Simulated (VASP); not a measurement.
A run of VASP 6.6.1 is set up as follows.

File INCAR:

```
PREC = Accurate
ENCUT = 520
EDIFF = 1E-6
ISMEAR = 0
SIGMA = 0.02
LREAL = False
LASPH = True
NELM = 80
ALGO = Normal
ISIF = 2
LWAVE = False
LCHARG = False
GGA = PE
NBANDS = 26
```

The input KPOINTS:

```
Automatic mesh
0
Gamma
  12 12 6
```

File POSCAR:

```
GaN
1.0
    3.2183708151      0.0000000000      0.0000000000
   -1.6091854076      2.7871908847      0.0000000000
    0.0000000000      0.0000000000      5.2431684049
Ga N
2 2
Direct
    0.6666666667      0.3333333333      0.4991348624
    0.3333333333      0.6666666667      0.9991348624
    0.6666666667      0.3333333333      0.8758651376
    0.3333333333      0.6666666667      0.3758651376
```

Potentials or basis: VASP PAW PBE potentials, release 64 (Ga_d, N).

Launch:

```bash
$ cat potpaw_PBE.64/Ga_d/POTCAR potpaw_PBE.64/N/POTCAR > POTCAR
$ mpirun -np 1 vasp_std > vasp.out
```

(1) Predict the pressure.

(2) Predict the band gap on the k mesh.

Answers

(1) 0.1 GPa.

(2) 1.72 eV, direct.
